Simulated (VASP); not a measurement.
# MgH2 (Fm-3m) in VASP: settings compared

The runs below take MgH2 through relaxation of cell and atoms, single point, with PBE, PBE+D3(BJ).

Everything below comes from runs of VASP 6.6.1. Logs are shortened: lines on timing, memory, paths and dates and some standing lists are left out, and cuts for length are marked.

### Step 1. The cell of the first run

The structure is cubic, space group Fm-3m (No. 225). The conventional cell has a = 4.525 Å, b = 4.525 Å, c = 4.525 Å, α = 90.00°, β = 90.00°, γ = 90.00°. Mg (site symmetry m-3m) has 8 H at 1.96 Å within 2.6 Å. H (site symmetry -43m) has 4 Mg at 1.96 Å and 6 H at 2.26 Å within 2.6 Å.

### Step 2. Relaxation of cell and atoms, PBE

INCAR

```
SYSTEM = MgH2
ALGO = Normal ; EDIFF = 1E-7
EDIFFG = -0.0325 ; ENCUT = 600
GGA = PE ; GGA_COMPAT = .FALSE.
IBRION = 2 ; ISIF = 3
ISMEAR = 0 ; LASPH = .TRUE.
LCHARG = .FALSE. ; LREAL = .FALSE.
LWAVE = .FALSE. ; NELM = 120
NELMIN = 4 ; NSW = 90
PREC = Accurate ; SIGMA = 0.1
```

KPOINTS

```
k-points
0
G
  8 8 8
  0 0 0
```

POSCAR

```
MgH2
1.0
    0.0000000000      2.2626263952      2.2626263952
    2.2626263952      0.0000000000      2.2626263952
    2.2626263952      2.2626263952      0.0000000000
Mg H
1 2
Direct
    0.0000000000      0.0000000000      0.0000000000
    0.2500000000      0.2500000000      0.2500000000
    0.7500000000      0.7500000000      0.7500000000
```

Potentials or basis: VASP PAW PBE potentials, release 64 (Mg, H).

Launch:

```console
cat potpaw_PBE.64/Mg/POTCAR potpaw_PBE.64/H/POTCAR > POTCAR
mpirun -np 1 vasp_std > vasp.out
```

OUTCAR:

```text
SYSTEM = MgH2
   EDIFF = 1E-7
   EDIFFG = -0.0325
   ENCUT = 600
   GGA = PE
   IBRION = 2
   ISIF = 3
   ISMEAR = 0
   LASPH = .TRUE.
   LREAL = .FALSE.
   NELM = 120
   NELMIN = 4
   NSW = 90
   PREC = Accurate

 ion  position               nearest neighbor table
   1  0.000  0.000  0.000-   3 1.96   3 1.96   3 1.96   2 1.96   3 1.96   2 1.96   2 1.96   2 1.96

   2  0.250  0.250  0.250-   1 1.96   1 1.96   1 1.96   1 1.96
   3  0.750  0.750  0.750-   1 1.96   1 1.96   1 1.96   1 1.96

  LATTYP: Found a face centered cubic cell.
 ALAT       =     4.5252527904

  Lattice vectors:

 A1 = (   0.0000000000,   2.2626263952,   2.2626263952)
 A2 = (   2.2626263952,   0.0000000000,   2.2626263952)
 A3 = (   2.2626263952,   2.2626263952,   0.0000000000)

Analysis of symmetry for initial positions (statically):
=====================================================================
 Subroutine PRICEL returns:
 Original cell was already a primitive cell.

 Routine SETGRP: Setting up the symmetry group for a
 face centered cubic supercell.

 Subroutine GETGRP returns: Found 48 space group operations
 (whereof 48 operations were pure point group operations)
 out of a pool of 48 trial point group operations.

The static configuration has the point symmetry O_h .

Analysis of symmetry for dynamics (positions and initial velocities):
=====================================================================
 Subroutine PRICEL returns:
 Original cell was already a primitive cell.

 Routine SETGRP: Setting up the symmetry group for a
 face centered cubic supercell.

 Subroutine GETGRP returns: Found 48 space group operations
 (whereof 48 operations were pure point group operations)
 out of a pool of 48 trial point group operations.

The dynamic configuration has the point symmetry O_h .

 Subroutine INISYM returns: Found 48 space group operations
 (whereof 48 operations are pure point group operations),
 and found     1 'primitive' translations

----------------------------------------------------------------------------------------

                                     Primitive cell

  volume of cell :      23.1669

  direct lattice vectors                    reciprocal lattice vectors
     0.000000000  2.262626395  2.262626395    -0.220982130  0.220982130  0.220982130
     2.262626395  0.000000000  2.262626395     0.220982130 -0.220982130  0.220982130
     2.262626395  2.262626395  0.000000000     0.220982130  0.220982130 -0.220982130

  length of vectors
     3.199836935  3.199836935  3.199836935     0.382752277  0.382752277  0.382752277

  position of ions in fractional coordinates (direct lattice)
     0.000000000  0.000000000  0.000000000
     0.250000000  0.250000000  0.250000000
     0.750000000  0.750000000  0.750000000

  ion indices of the primitive-cell ions
   primitive index   ion index
                 1           1
                 2           2
                 3           3

----------------------------------------------------------------------------------------

 KPOINTS: k-points

Automatic generation of k-mesh.
 Grid dimensions read from file:
 generate k-points for:    8    8    8

 Generating k-lattice:

  Cartesian coordinates                     Fractional coordinates (reciprocal lattice)
    -0.027622766  0.027622766  0.027622766     0.125000000  0.000000000  0.000000000
     0.027622766 -0.027622766  0.027622766     0.000000000  0.125000000  0.000000000
     0.027622766  0.027622766 -0.027622766     0.000000000  0.000000000  0.125000000

  Length of vectors
     0.047844035  0.047844035  0.047844035

  Shift w.r.t. Gamma in fractional coordinates (k-lattice)
     0.000000000  0.000000000  0.000000000

 Subroutine IBZKPT returns following result:
 ===========================================

 Found     29 irreducible k-points:

 Following reciprocal coordinates:
            Coordinates               Weight
  0.000000  0.000000  0.000000      1.000000
  0.125000  0.000000  0.000000      8.000000
  0.250000  0.000000  0.000000      8.000000
  0.375000  0.000000  0.000000      8.000000
  0.500000  0.000000  0.000000      4.000000
  0.125000  0.125000  0.000000      6.000000
[... 16 lines left out ...]
  0.500000  0.250000  0.125000     48.000000
 -0.375000  0.250000  0.125000     24.000000
 [... further k-points ...]
   k-points           NKPTS =     29   k-points in BZ     NKDIM =     29   number of bands    NBANDS=      6
   number of dos      NEDOS =    301   number of ions     NIONS =      3
   total plane-waves  NPLWV =  21952
   dimension x,y,z NGX =    28 NGY =   28 NGZ =   28
   dimension x,y,z NGXF=    56 NGYF=   56 NGZF=   56
   ions per type =               1   2
   NGX,Y,Z   is equivalent  to a cutoff of  14.55, 14.55, 14.55 a.u.
   NGXF,Y,Z  is equivalent  to a cutoff of  29.09, 29.09, 29.09 a.u.
 SYSTEM =  MgH2
   PREC   = accura    normal or accurate (medium, high low for compatibility)
   ISTART =      0    job   : 0-new  1-cont  2-samecut
   ICHARG =      2    charge: 1-file 2-atom 10-const
   ISPIN  =      1    spin polarized calculation?
   LNONCOLLINEAR =      F non collinear calculations
   LSORBIT =      F    spin-orbit coupling
   LASPH  =      T    aspherical Exc in radial PAW
   ENCUT  =  600.0 eV  44.10 Ry    6.64 a.u.   6.39  6.39  6.39*2*pi/ulx,y,z
   NELM   =    120;   NELMIN=  4; NELMDL= -5     # of ELM steps
   EDIFF  = 0.1E-06   stopping-criterion for ELM
   LREAL  =      F    real-space projection
   EDIFFG = -.3E-01   stopping-criterion for IOM
   NSW    =     90    number of steps for IOM
   IBRION =      2    ionic relax: 0-MD 1-quasi-New 2-CG
   NFREE  =      1    steps in history (QN), initial steepest desc. (CG)
   ISIF   =      3    stress and relaxation
   ISYM   =      2    0-nonsym 1-usesym 2-fastsym
   POTIM  = 0.5000    time-step for ionic-motion
   TEBEG  =    0.0;   TEEND  =   0.0 temperature during run
   PSTRESS=    0.0 pullay stress
   NELECT =       4.0000    total number of electrons
   NUPDOWN=      -1.0000    fix difference up-down
   EMIN   =  10.00;   EMAX   =-10.00  energy-range for DOS
   EFERMI =   0.00;   METHOD = LEGACY
   ISMEAR =     0;   SIGMA  =   0.10  broadening in eV -4-tet -1-fermi 0-gaus
   EFERMI_NEDOS =   21; number of points for ismear=-14 and -15
   IALGO  =     38    algorithm
   IMIX   =      4    mixing-type and parameters
     AMIX     =   0.40;   BMIX     =  1.00
     AMIX_MAG =   1.60;   BMIX_MAG =  1.00
  volume/ion in A,a.u.               =       7.72        52.11
  Fermi-wavevector in a.u.,A,eV,Ry     =   0.911602  1.722678 11.306691  0.831018
  Thomas-Fermi vector in A             =   2.035901
   LORBIT       =      0    0 simple, 1 ext, 2 COOP (PROOUT), +10 PAW based schemes
   GGA     = PE    functional components
   LHFCALC =     F    Hartree Fock is set to
   AEXX    =    0.0000 exact exchange contribution
   IVDW    =     0    specifies the selected vdW correction
   LEPSILON=     F    determine dielectric tensor
   LRPA    =     F    only Hartree local field effects (RPA)
 conjugate gradient relaxation of ions
 non-spin polarized calculation
 Gauss-broadening in eV      SIGMA  =   0.10
  energy-cutoff  :      600.00
  volume of cell :       23.17
 maximum number of plane-waves:       785
 NGX is ok and might be reduce to    28
   NGX = 13   NGY = 13   NGZ = 13

--------------------------------------- Ionic step        1  -------------------------------------------

 number of electron       4.0000001 magnetization

 Free energy of the ion-electron system (eV)
  ---------------------------------------------------
  ext. energy  EPLUGINS =         0.00000000
  ---------------------------------------------------
  free energy    TOTEN  =        -8.38706461 eV

  energy without entropy =       -8.38696379  energy(sigma->0) =       -8.38701420

------------------------ aborting loop because EDIFF is reached ----------------------------------------

  FORCE on cell =-STRESS in cart. coord.  units (eV):
  Direction    XX          YY          ZZ          XY          YZ          ZX
  --------------------------------------------------------------------------------------
  -------------------------------------------------------------------------------------
  Total        1.6013238      1.6013238      1.6013238     -0.0000000     -0.0000000      0.0000000
  in kB      110.7442516    110.7442516    110.7442516     -0.0000000     -0.0000000      0.0000000
  external PRESSURE =     110.7442516 kB  Pullay stress =       0.0000000 kB

 VOLUME and BASIS-vectors are now :
 -----------------------------------------------------------------------------
  energy-cutoff  :      600.00
  volume of cell :       23.17
      direct lattice vectors                 reciprocal lattice vectors
     0.000000000  2.262626395  2.262626395    -0.220982130  0.220982130  0.220982130
     2.262626395  0.000000000  2.262626395     0.220982130 -0.220982130  0.220982130
     2.262626395  2.262626395  0.000000000     0.220982130  0.220982130 -0.220982130
[... 75 lines left out ...]
 POSITION                                       TOTAL-FORCE (eV/Angst)
 -----------------------------------------------------------------------------------
      0.00000      0.00000      0.00000         0.000000     -0.000000      0.000000
      1.19505      1.19505      1.19505         0.000000     -0.000000      0.000000
      3.58515      3.58515      3.58515        -0.000000      0.000000     -0.000000
 -----------------------------------------------------------------------------------
    total drift:                                0.000000      0.000000      0.000000

  FREE ENERGIE OF THE ION-ELECTRON SYSTEM (eV)
  ---------------------------------------------------
  free  energy   TOTEN  =        -8.4945339862 eV

  energy  without entropy=       -8.4930141217  energy(sigma->0) =       -8.49377405

--------------------------------------- Ionic step        4  -------------------------------------------

 number of electron       4.0000000 magnetization

 Free energy of the ion-electron system (eV)
  ---------------------------------------------------
  ext. energy  EPLUGINS =         0.00000000
  ---------------------------------------------------
  free energy    TOTEN  =        -8.49690939 eV

  energy without entropy =       -8.49566649  energy(sigma->0) =       -8.49628794

 E-fermi :   3.1205     XC(G=0):  -8.9810

 val. band max:        3.0369461738   @ k =  -0.3750   0.5000   0.1250
 cond. band min:       3.1769801293   @ k =   0.1250   0.1250   0.0000
 fundamental gap:      0.1400339555
 Fermi energy:         3.1204835114

 k-point     1 :       0.0000    0.0000    0.0000
  band No.  band energies     occupation
      1      -7.0168      2.00000
      2       3.9130      0.00000
      3      12.3592      0.00000
      4      12.3592      0.00000
      5      12.3592      0.00000
      6      14.9770      0.00000

 k-point     2 :       0.1250    0.0000    0.0000
  band No.  band energies     occupation
      1      -6.7301      2.00000
      2       3.2681      0.03688
      3      11.1808      0.00000
      4      11.9966      0.00000
      5      11.9966      0.00000
      6      14.5477      0.00000
[... 181 lines left out ...]
 k-point    23 :       0.5000    0.2500    0.1250
  band No.  band energies     occupation
      1      -3.8554      2.00000
      2      -0.4004      2.00000
      3       6.3910      0.00000
      4       7.3067      0.00000
      5      11.2413      0.00000
      6      13.1218      0.00000

 k-point    24 :      -0.3750    0.2500    0.1250
  band No.  band energies     occupation
      1      -2.2102      2.00000
      2      -2.1614      2.00000
      3       6.1568      0.00000
      4       6.6594      0.00000
      5      11.9729      0.00000
      6      12.0000      0.00000

 [... further k-points ...]

------------------------ aborting loop because EDIFF is reached ----------------------------------------

  FORCE on cell =-STRESS in cart. coord.  units (eV):
  Direction    XX          YY          ZZ          XY          YZ          ZX
  --------------------------------------------------------------------------------------
  -------------------------------------------------------------------------------------
  Total       -0.0137092     -0.0137092     -0.0137092      0.0000000     -0.0000000      0.0000000
  in kB       -0.8210490     -0.8210490     -0.8210490      0.0000000     -0.0000000      0.0000000
  external PRESSURE =      -0.8210490 kB  Pullay stress =       0.0000000 kB

 VOLUME and BASIS-vectors are now :
 -----------------------------------------------------------------------------
  energy-cutoff  :      600.00
  volume of cell :       26.75
      direct lattice vectors                 reciprocal lattice vectors
    -0.000000000  2.373784937  2.373784937    -0.210634077  0.210634077  0.210634077
     2.373784937  0.000000000  2.373784937     0.210634077 -0.210634077  0.210634077
     2.373784937  2.373784937 -0.000000000     0.210634077  0.210634077 -0.210634077

 POSITION                                       TOTAL-FORCE (eV/Angst)
 -----------------------------------------------------------------------------------
      0.00000      0.00000      0.00000         0.000000      0.000000      0.000000
      1.18689      1.18689      1.18689         0.000000      0.000000      0.000000
      3.56068      3.56068      3.56068        -0.000000     -0.000000     -0.000000
 -----------------------------------------------------------------------------------
    total drift:                                0.000000      0.000000      0.000000

  FREE ENERGIE OF THE ION-ELECTRON SYSTEM (eV)
  ---------------------------------------------------
  free  energy   TOTEN  =        -8.4969093932 eV

  energy  without entropy=       -8.4956664899  energy(sigma->0) =       -8.49628794

 reached required accuracy - stopping structural energy minimisation
```

Run time: 13 s. Hardware: 1 thread of AMD EPYC 9R45 (Zen 5), shared host; peak memory 0.13 GiB.

What came out:

```yaml
Free_energy: -8.4969 eV
Relaxed_volume: 8.92 Å³/atom
Relaxed_cell: a = 3.357 Å, b = 3.357 Å, c = 3.357 Å, α = 60.00°, β = 60.00°, γ = 60.00°
Space_group_after_relaxing_to_0.1_Å: Fm-3m (No. 225)
Energy_gained_by_relaxing: 36.6 meV/atom
Ionic_steps: 4
Pressure_after_relaxing: -0.1 GPa
Band_gap_on_the_k_mesh: zero (bands 2 and 3 overlap by 1.28 eV)
```

Step by step:
```
step  energy change (eV)  largest force (eV/Å)  pressure (GPa)  volume (Å³)
   1              0.0000                0.0000           11.07        23.17
   2             -0.0871                0.0000            4.49        25.00
   3             -0.1075                0.0000           -1.27        27.31
   4             -0.1098                0.0000           -0.08        26.75
```

Final structure:
```cif
data_structure
_symmetry_space_group_name_H-M 'P 1'
_symmetry_Int_Tables_number 1
_cell_length_a 3.3570
_cell_length_b 3.3570
_cell_length_c 3.3570
_cell_angle_alpha 60.000
_cell_angle_beta 60.000
_cell_angle_gamma 60.000
_cell_volume 26.75
loop_
_atom_site_label
_atom_site_type_symbol
_atom_site_fract_x
_atom_site_fract_y
_atom_site_fract_z
_atom_site_occupancy
Mg1 Mg 0.00000 0.00000 0.00000 1
H1 H 0.25000 0.25000 0.25000 1
H2 H 0.75000 0.75000 0.75000 1
```

Levels at points of the mesh, in eV from the Fermi level:
| k point | band 1 | band 2 | band 3 | band 4 | band 5 | band 6 |
| --- | --- | --- | --- | --- | --- | --- |
| (0.00, 0.00, 0.00) | -10.14 | 0.79 | 9.24 | 9.24 | 9.24 | 11.86 |
| (0.50, 0.00, 0.00) | -5.86 | -5.77 | 6.69 | 7.19 | 8.93 | 8.93 |
| (0.50, 0.50, 0.00) | -5.87 | -2.49 | -0.49 | 4.61 | 4.61 | 7.87 |

Caveat: the volume moved by over 15 % at a fixed basis, so the end points are rough.

(Part 1 of 2 ends here.)
